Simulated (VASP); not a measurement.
Here is a VASP 6.6.1 calculation.

Contents of INCAR:

```
PREC = Accurate
ENCUT = 520
EDIFF = 1E-6
ISMEAR = 0
SIGMA = 0.1
LREAL = F
LASPH = T
NELM = 60
ALGO = Normal
ISIF = 2
LWAVE = F
LCHARG = F
GGA = PE
NBANDS = 38
```

The input KPOINTS:

```
regular mesh
0
Gamma
  6 6 6
```

Contents of POSCAR:

```
Ga3Te2O
1.0
    2.9500544400      1.7032147200      4.3085193500
   -2.9500544400      1.7032147200      4.3085193500
    0.0000000000     -3.4064294500      4.3085193500
Ga Te O
3 2 1
Direct
    0.0000000000      0.5000000000      0.0000000000
    0.5000000000      0.0000000000      0.0000000000
    0.0000000000      0.0000000000      0.5000000000
    0.6276879900      0.6276879900      0.6276879900
    0.3723120100      0.3723120100      0.3723120100
    0.0000000000      0.0000000000      0.0000000000
```

Potentials or basis: VASP PAW PBE potentials, release 64 (Ga_d, Te, O).

The run is started by

```bash
$ cat potpaw_PBE.64/Ga_d/POTCAR potpaw_PBE.64/Te/POTCAR potpaw_PBE.64/O/POTCAR > POTCAR
$ mpirun -np 1 vasp_std > vasp.out
```

Question: Predict the pressure.

Answer: -2.9 GPa.

Question: Estimate the largest force.

Answer: 0.316 eV/Å.

Forces in eV/Å, atoms in the order of the input:
```
Ga   0.000  0.000  0.000
Ga   0.000  0.000  0.000
Ga   0.000  0.000  0.000
Te   0.000  0.000 -0.316
Te   0.000  0.000  0.316
O    0.000  0.000  0.000
```

Caveat: an odd number of electrons without spin polarisation forces a metal; a magnetic or distorted state may lie lower.
